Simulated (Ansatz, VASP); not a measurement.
BaTiO3: VASP beside Ansatz

```
Ba Ti O
1.0
     4.00182    0.00000    0.00000
     0.00000    4.00182    0.00000
     0.00000    0.00000    4.00182
Ba Ti O
1 1 3
Direct
  0.50000 0.50000 0.50000
  0.00000 0.00000 0.00000
  0.50000 0.00000 0.00000
  0.00000 0.50000 0.00000
  0.00000 0.00000 0.50000
```

Alike in both runs: functional PBE; dispersion D3(BJ); k mesh 6 × 6 × 6; occupations gaussian, width 0.02 eV; no spin polarisation; Hubbard terms Ti d U = 4.0 eV.

Ansatz relaxed the structure, and its values are those at the end. VASP's run is a single point on that final structure, the one shown.

|  | VASP | Ansatz |
| --- | --- | --- |
| version | VASP 6.6.1 | Ansatz 0.2.0 |
| potentials or method | VASP PAW PBE potentials, release 64 (Ba_sv, Ti_sv, O), cutoff 520 eV | scalar-relativistic, plane waves, PAW |
| valence electrons in the cell | 40 | 40 |

```tsv
	VASP	Ansatz	Ansatz less VASP
gap on the k mesh at the Fermi level (eV)	2.22	2.26	+0.046
least direct gap on the mesh (eV)	2.40	2.41	+0.010
pressure (GPa)	3.8	0.0	-3.77
```

The programs project onto different local orbitals, so the same U acts differently, and such runs can settle in different states.

Spin-orbit coupling is off throughout.
